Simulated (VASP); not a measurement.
# Ti8C5 (R-3m) in VASP: single point with r2SCAN

Aim: the single point of Ti8C5 with r2SCAN.

All numbers are computed with VASP 6.6.1; they aren't measurements. Logs are shortened: lines on timing, memory, paths and dates and some standing lists are left out, and cuts for length are marked.

### Step 1. The cell of the first run

It takes space group R-3m (No. 166, trigonal). Conventional cell: a = 5.885 Å, b = 5.885 Å, c = 14.140 Å, α = 90.00°, β = 90.00°, γ = 120.00°. Within 2.7 Å of Ti (site symmetry m) lie 4 C at 2.04 to 2.07 Å. Ti (site symmetry 3m) has 3 C at 2.05 Å within 2.7 Å. C (site symmetry 2/m) has 6 Ti at 2.04 to 2.05 Å within 2.7 Å. C (site symmetry -3m) has 6 Ti at 2.07 Å within 2.7 Å. C (site symmetry -3m) has 6 Ti at 2.06 Å within 2.7 Å.

### Step 2. Single point, r2SCAN (10.87 Å³/atom)

POSCAR reads:

```
Ti8C5
1.0
    2.9423642432      1.6987747879      4.7132220035
   -2.9423642432      1.6987747879      4.7132220035
    0.0000000000     -3.3975495757      4.7132220036
Ti C
8 5
Direct
    0.2496434209      0.7564363646      0.2496434209
    0.2496434209      0.2496434209      0.7564363646
    0.7564363646      0.2496434209      0.2496434209
    0.2435636354      0.7503565791      0.7503565791
    0.7503565791      0.2435636354      0.7503565791
    0.7503565791      0.7503565791      0.2435636354
    0.2481085583      0.2481085583      0.2481085583
    0.7518914417      0.7518914417      0.7518914417
    0.0000000000      0.0000000000      0.5000000000
    0.5000000000      0.0000000000      0.0000000000
    0.0000000000      0.5000000000      0.0000000000
    0.5000000000      0.5000000000      0.5000000000
    0.0000000000      0.0000000000      0.0000000000
```

INCAR.step1 reads:

```
SYSTEM = Ti8C5
PREC = Accurate
ENCUT = 520
ISMEAR = 0
SIGMA = 0.1
LREAL = .FALSE.
LASPH = .TRUE.
NELM = 60
NBANDS = 70
GGA = PE
ALGO = Normal
EDIFF = 1E-4
LWAVE = .TRUE.
LCHARG = .FALSE.
```

INCAR.step2 reads:

```
SYSTEM = Ti8C5
PREC = Accurate
ENCUT = 520
EDIFF = 1E-6
ISMEAR = 0
SIGMA = 0.1
LREAL = .FALSE.
LASPH = .TRUE.
NELM = 60
ALGO = Normal
ISIF = 2
LWAVE = .FALSE.
LCHARG = .FALSE.
METAGGA = R2SCAN
LMIXTAU = .TRUE.
NBANDS = 70
ISTART = 1
```

KPOINTS reads:

```
Automatic mesh
0
G
  6 6 6
  0 0 0
```

Potentials or basis: VASP PAW PBE potentials, release 64 (Ti_sv, C).

Started as:

```console
$ cat potpaw_PBE.64/Ti_sv/POTCAR potpaw_PBE.64/C/POTCAR > POTCAR
$ cp INCAR.step1 INCAR
$ mpirun -np 1 vasp_std > vasp.out
$ cp INCAR.step2 INCAR
$ mpirun -np 1 vasp_std > vasp.out
```

OUTCAR:

```text
SYSTEM = Ti8C5
   PREC = Accurate
   ENCUT = 520
   EDIFF = 1E-6
   ISMEAR = 0
   LREAL = .FALSE.
   LASPH = .TRUE.
   NELM = 60
   ISIF = 2
   METAGGA = R2SCAN
   ISTART = 1

 ion  position               nearest neighbor table
   1  0.250  0.756  0.250-  10 2.04   9 2.04  13 2.06  12 2.07   7 2.85   6 2.88   4 2.88   3 2.90
                             2 2.90
   2  0.250  0.250  0.756-  10 2.04  11 2.04  13 2.06  12 2.07   7 2.85   4 2.88   5 2.88   3 2.90
                             1 2.90
   3  0.756  0.250  0.250-  11 2.04   9 2.04  13 2.06  12 2.07   7 2.85   6 2.88   5 2.88   1 2.90
                             2 2.90
   4  0.244  0.750  0.750-  11 2.04   9 2.04  13 2.06  12 2.07   8 2.85   2 2.88   1 2.88   5 2.90
                             6 2.90
   5  0.750  0.244  0.750-  10 2.04   9 2.04  13 2.06  12 2.07   8 2.85   2 2.88   3 2.88   4 2.90
                             6 2.90
   6  0.750  0.750  0.244-  10 2.04  11 2.04  13 2.06  12 2.07   8 2.85   3 2.88   1 2.88   5 2.90
                             4 2.90
   7  0.248  0.248  0.248-   9 2.05  10 2.05  11 2.05   3 2.85   1 2.85   2 2.85
   8  0.752  0.752  0.752-   9 2.05  10 2.05  11 2.05   5 2.85   4 2.85   6 2.85
   9  0.000  0.000  0.500-   1 2.04   3 2.04   4 2.04   5 2.04   7 2.05   8 2.05
  10  0.500  0.000  0.000-   1 2.04   5 2.04   2 2.04   6 2.04   7 2.05   8 2.05
  11  0.000  0.500  0.000-   3 2.04   4 2.04   2 2.04   6 2.04   7 2.05   8 2.05
  12  0.500  0.500  0.500-   2 2.07   6 2.07   3 2.07   4 2.07   5 2.07   1 2.07
  13  0.000  0.000  0.000-   2 2.06   6 2.06   3 2.06   4 2.06   5 2.06   1 2.06

  LATTYP: Found a trigonal (rhomboedric) cell.
 ALAT       =     5.8101467085
 COS(alpha) =     0.4870811418

  Lattice vectors:

 A1 = (   2.9423642432,   1.6987747879,   4.7132220035)
 A2 = (  -2.9423642432,   1.6987747879,   4.7132220035)
 A3 = (   0.0000000000,  -3.3975495757,   4.7132220036)

Analysis of symmetry for initial positions (statically):
=====================================================================
 Subroutine PRICEL returns:
 Original cell was already a primitive cell.

 Routine SETGRP: Setting up the symmetry group for a
 trigonal (rhombohedral) supercell.

 Subroutine GETGRP returns: Found 12 space group operations
 (whereof 12 operations were pure point group operations)
 out of a pool of 12 trial point group operations.

The static configuration has the point symmetry D_3d.

Analysis of symmetry for dynamics (positions and initial velocities):
=====================================================================
 Subroutine PRICEL returns:
 Original cell was already a primitive cell.

 Routine SETGRP: Setting up the symmetry group for a
 trigonal (rhombohedral) supercell.

 Subroutine GETGRP returns: Found 12 space group operations
 (whereof 12 operations were pure point group operations)
 out of a pool of 12 trial point group operations.

The dynamic configuration has the point symmetry D_3d.

 Subroutine INISYM returns: Found 12 space group operations
 (whereof 12 operations are pure point group operations),
 and found     1 'primitive' translations

----------------------------------------------------------------------------------------

                                     Primitive cell

  volume of cell :     141.3518

  direct lattice vectors                    reciprocal lattice vectors
     2.942364243  1.698774788  4.713222004     0.169931374  0.098109925  0.070723028
    -2.942364243  1.698774788  4.713222004    -0.169931374  0.098109925  0.070723028
     0.000000000 -3.397549576  4.713222004     0.000000000 -0.196219850  0.070723028

  length of vectors
     5.810146708  5.810146708  5.810146709     0.208576068  0.208576068  0.208576068

  position of ions in fractional coordinates (direct lattice)
     0.249643421  0.756436365  0.249643421
     0.249643421  0.249643421  0.756436365
     0.756436365  0.249643421  0.249643421
     0.243563635  0.750356579  0.750356579
     0.750356579  0.243563635  0.750356579
     0.750356579  0.750356579  0.243563635
     0.248108558  0.248108558  0.248108558
     0.751891442  0.751891442  0.751891442
     0.000000000  0.000000000  0.500000000
     0.500000000  0.000000000  0.000000000
     0.000000000  0.500000000  0.000000000
     0.500000000  0.500000000  0.500000000
     0.000000000  0.000000000  0.000000000
[... 29 lines left out ...]
    -0.028321896  0.016351654  0.011787171     0.000000000  0.166666667 -0.000000000
     0.000000000 -0.032703308  0.011787171     0.000000000  0.000000000  0.166666667

  Length of vectors
     0.034762678  0.034762678  0.034762678

  Shift w.r.t. Gamma in fractional coordinates (k-lattice)
     0.000000000  0.000000000  0.000000000

 Subroutine IBZKPT returns following result:
 ===========================================

 Found     32 irreducible k-points:

 Following reciprocal coordinates:
            Coordinates               Weight
  0.000000  0.000000  0.000000      1.000000
  0.166667  0.000000  0.000000      6.000000
  0.333333  0.000000  0.000000      6.000000
  0.500000  0.000000  0.000000      3.000000
  0.166667  0.166667  0.000000      6.000000
  0.333333  0.166667  0.000000     12.000000
[... 16 lines left out ...]
  0.500000  0.500000  0.166667      6.000000
 -0.333333  0.500000  0.166667     12.000000
 [... further k-points ...]
   k-points           NKPTS =     32   k-points in BZ     NKDIM =     32   number of bands    NBANDS=     70
   number of dos      NEDOS =    301   number of ions     NIONS =     13
   total plane-waves  NPLWV = 110592
   dimension x,y,z NGX =    48 NGY =   48 NGZ =   48
   dimension x,y,z NGXF=    96 NGYF=   96 NGZF=   96
   ions per type =               8   5
   NGX,Y,Z   is equivalent  to a cutoff of  13.73, 13.73, 13.73 a.u.
   NGXF,Y,Z  is equivalent  to a cutoff of  27.47, 27.47, 27.47 a.u.
 SYSTEM =  Ti8C5
   PREC   = accura    normal or accurate (medium, high low for compatibility)
   ISTART =      1    job   : 0-new  1-cont  2-samecut
   ICHARG =      0    charge: 1-file 2-atom 10-const
   ISPIN  =      1    spin polarized calculation?
   LNONCOLLINEAR =      F non collinear calculations
   LSORBIT =      F    spin-orbit coupling
   LASPH  =      T    aspherical Exc in radial PAW
   ENCUT  =  520.0 eV  38.22 Ry    6.18 a.u.  10.80 10.80 10.80*2*pi/ulx,y,z
   NELM   =     60;   NELMIN=  2; NELMDL=  0     # of ELM steps
   EDIFF  = 0.1E-05   stopping-criterion for ELM
   LREAL  =      F    real-space projection
   EDIFFG = 0.1E-04   stopping-criterion for IOM
   NSW    =      0    number of steps for IOM
   IBRION =     -1    ionic relax: 0-MD 1-quasi-New 2-CG
   NFREE  =      0    steps in history (QN), initial steepest desc. (CG)
   ISIF   =      2    stress and relaxation
   ISYM   =      2    0-nonsym 1-usesym 2-fastsym
   POTIM  = 0.5000    time-step for ionic-motion
   TEBEG  =    0.0;   TEEND  =   0.0 temperature during run
   PSTRESS=    0.0 pullay stress
   NELECT =     116.0000    total number of electrons
   NUPDOWN=      -1.0000    fix difference up-down
   EMIN   =  10.00;   EMAX   =-10.00  energy-range for DOS
   EFERMI =   0.00;   METHOD = LEGACY
   ISMEAR =     0;   SIGMA  =   0.10  broadening in eV -4-tet -1-fermi 0-gaus
   EFERMI_NEDOS =   21; number of points for ismear=-14 and -15
   IALGO  =     38    algorithm
   IMIX   =      4    mixing-type and parameters
     AMIX     =   0.40;   BMIX     =  1.00
     AMIX_MAG =   1.60;   BMIX_MAG =  1.00
  volume/ion in A,a.u.               =      10.87        73.38
  Fermi-wavevector in a.u.,A,eV,Ry     =   1.532711  2.896404 31.962861  2.349204
  Thomas-Fermi vector in A             =   2.639879
   LORBIT       =      0    0 simple, 1 ext, 2 COOP (PROOUT), +10 PAW based schemes
   METAGGA = R2SCAN    functional components
   LHFCALC =     F    Hartree Fock is set to
   AEXX    =    0.0000 exact exchange contribution
   IVDW    =     0    specifies the selected vdW correction
   LEPSILON=     F    determine dielectric tensor
   LRPA    =     F    only Hartree local field effects (RPA)
 non-spin polarized calculation
 Gauss-broadening in eV      SIGMA  =   0.10
  energy-cutoff  :      520.00
  volume of cell :      141.35
 maximum number of plane-waves:      3828
 NGX is ok and might be reduce to    48
   NGX = 21   NGY = 21   NGZ = 21

 number of electron     115.9999990 magnetization

 Free energy of the ion-electron system (eV)
  ---------------------------------------------------
  ext. energy  EPLUGINS =         0.00000000
  ---------------------------------------------------
  free energy    TOTEN  =      -162.69884681 eV

  energy without entropy =     -162.68471023  energy(sigma->0) =     -162.69177852

 E-fermi :   9.9739     XC(G=0): -13.6275

 val. band max:        9.9155594952   @ k =  -0.1667   0.3333   0.1667
 cond. band min:      10.0065087162   @ k =   0.3333   0.3333   0.0000
 fundamental gap:      0.0909492211
 Fermi energy:         9.9739014221

 k-point     1 :       0.0000    0.0000    0.0000
  band No.  band energies     occupation
      1     -48.7672      2.00000
      2     -48.7257      2.00000
      3     -48.5818      2.00000
      4     -48.5341      2.00000
      5     -48.5341      2.00000
      6     -48.5249      2.00000
[... 1741 lines left out ...]
     69      13.1160      0.00000
     70      13.2033      0.00000

 [... further k-points ...]

------------------------ aborting loop because EDIFF is reached ----------------------------------------

  FORCE on cell =-STRESS in cart. coord.  units (eV):
  Direction    XX          YY          ZZ          XY          YZ          ZX
  --------------------------------------------------------------------------------------
  -------------------------------------------------------------------------------------
  Total       27.0937818     27.0937818     27.0790130     -0.0000000     -0.0000000      0.0000000
  in kB      307.0992977    307.0992977    306.9318979     -0.0000000     -0.0000000      0.0000000
  external PRESSURE =     307.0434978 kB  Pullay stress =       0.0000000 kB

 VOLUME and BASIS-vectors are now :
 -----------------------------------------------------------------------------
  energy-cutoff  :      520.00
  volume of cell :      141.35
      direct lattice vectors                 reciprocal lattice vectors
     2.942364243  1.698774788  4.713222004     0.169931374  0.098109925  0.070723028
    -2.942364243  1.698774788  4.713222004    -0.169931374  0.098109925  0.070723028
     0.000000000 -3.397549576  4.713222004     0.000000000 -0.196219850  0.070723028

 POSITION                                       TOTAL-FORCE (eV/Angst)
 -----------------------------------------------------------------------------------
     -1.49117      0.86093      5.91850         0.040326     -0.023282     -0.063842
      0.00000     -1.72185      5.91850         0.000000      0.046564     -0.063842
      1.49117      0.86093      5.91850        -0.040326     -0.023282     -0.063842
     -1.49117     -0.86093      8.22116         0.040326      0.023282      0.063842
      1.49117     -0.86093      8.22116        -0.040326      0.023282      0.063842
      0.00000      1.72185      8.22116         0.000000     -0.046564      0.063842
      0.00000      0.00000      3.50817         0.000000      0.000000      0.091747
      0.00000      0.00000     10.63149         0.000000     -0.000000     -0.091747
      0.00000     -1.69877      2.35661         0.000000     -0.000000     -0.000000
      1.47118      0.84939      2.35661         0.000000      0.000000     -0.000000
     -1.47118      0.84939      2.35661         0.000000      0.000000     -0.000000
      0.00000      0.00000      7.06983         0.000000     -0.000000     -0.000000
      0.00000      0.00000      0.00000         0.000000      0.000000     -0.000000
 -----------------------------------------------------------------------------------
    total drift:                                0.000000     -0.000000      0.000000

  FREE ENERGIE OF THE ION-ELECTRON SYSTEM (eV)
  ---------------------------------------------------
  free  energy   TOTEN  =      -162.6988468053 eV

  energy  without entropy=     -162.6847102282  energy(sigma->0) =     -162.69177852
```

Run time: 36 min. Hardware: 1 thread of Intel Xeon 8259CL, shared host; peak memory 0.5 GiB.

Results:

```yaml
Free_energy: -162.6988 eV
Pressure: 30.7 GPa
Largest_force: 0.092 eV/Å
Band_gap_on_the_k_mesh: zero (bands 58 and 59 overlap by 0.10 eV)
```

Forces in eV/Å, atoms in the order of the input:
```
Ti   0.040 -0.023 -0.064
Ti   0.000  0.047 -0.064
Ti  -0.040 -0.023 -0.064
Ti   0.040  0.023  0.064
Ti  -0.040  0.023  0.064
Ti   0.000 -0.047  0.064
Ti   0.000  0.000  0.092
Ti   0.000  0.000 -0.092
C    0.000  0.000  0.000
C    0.000  0.000  0.000
C    0.000  0.000  0.000
C    0.000  0.000  0.000
C    0.000  0.000  0.000
```

Levels at points of the mesh, in eV from the Fermi level:
```csv
k point,band 56,band 57,band 58,band 59,band 60,band 61
"(0.00, 0.00, 0.00)",-0.95,-0.92,-0.92,0.92,0.92,1.16
"(0.50, 0.00, 0.00)",-0.56,-0.32,-0.26,0.32,0.98,1.02
"(0.50, 0.50, 0.00)",-0.64,-0.61,-0.37,0.27,0.48,0.54
"(0.50, 0.50, 0.50)",-0.86,-0.76,-0.76,0.12,1.00,1.00
```

Caveat: the cell stands under pressure; the PAW data sets were made with another functional, which shifts forces and pressure a little.

The gap in the log of VASP goes by the Fermi energy; the results here count the filled bands.